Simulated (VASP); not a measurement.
The system is AlN.

```
Al N
1.0
     0.00000    2.18488    2.20673
     2.18488    0.00000    2.20673
     2.18488    2.18488    0.00000
Al N
1 1
Direct
  0.00000 0.00000 0.00000
  0.25000 0.25000 0.25000
```

This cell differs from its parent crystal: uniaxial z strain +1.0%.

Base run:

* Program: VASP 6.6.1
* Functional: r2SCAN
* Potentials or basis: VASP PAW PBE potentials, release 64 (Al, N)
* Cutoff: 520 eV
* k mesh: 10 × 10 × 10
* Occupations: gaussian, width 0.01 eV
* Spin: no spin polarisation

Its results: band gap on the k mesh 3.90 eV (least direct gap 4.77 eV); pressure -2.5 GPa.

**Question.** The run is repeated on the same cell with these changes: functional from r2SCAN to PBE; occupations from gaussian, width 0.01 eV to fermi-dirac, width 0.02 eV. What comes out?

**Answer.** Band gap on the k mesh 3.28 eV (least direct gap 4.08 eV); pressure 2.3 GPa.

Caveats: the PAW data sets were made with another functional, which shifts forces and pressure a little (at least some runs).

A k mesh can miss the band edges.
